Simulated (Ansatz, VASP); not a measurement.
## One calculation of Ti3Si8Mo, two programs

```
Ti Si Mo
1.0
     4.54684    0.00000    0.00000
     0.00000    4.54684    0.00000
     0.00000    0.00000    8.19009
Ti Si Mo
3 8 1
Direct
  0.00000 0.50000 0.00000
  0.50000 0.50000 0.50000
  0.50000 0.00000 0.00000
  0.00000 0.50000 0.66445
  0.00000 0.00000 0.17016
  0.50000 0.50000 0.18025
  0.50000 0.00000 0.66445
  0.00000 0.50000 0.33555
  0.00000 0.00000 0.82984
  0.50000 0.50000 0.81975
  0.50000 0.00000 0.33555
  0.00000 0.00000 0.50000
```

Alike in both runs: functional PBE; k mesh 8 × 8 × 6; occupations gaussian, width 0.1 eV; no spin polarisation.

Ansatz relaxed the structure, and its values are those at the end. VASP's run is a single point on that final structure, the one shown.

```csv
,VASP,Ansatz
version,VASP 6.6.1,Ansatz 0.2.0
potentials or method,"VASP PAW PBE potentials, release 64 (Ti_sv, Si, Mo_sv), cutoff 500 eV","scalar-relativistic, plane waves, PAW"
valence electrons in the cell,82,82
```

```csv
,VASP,Ansatz,Ansatz less VASP
gap on the k mesh at the Fermi level (eV),none,none,-
pressure (GPa),0.0,0.0,+0.01
```

A gap of «none» marks a metal or a gap that the smearing closes.
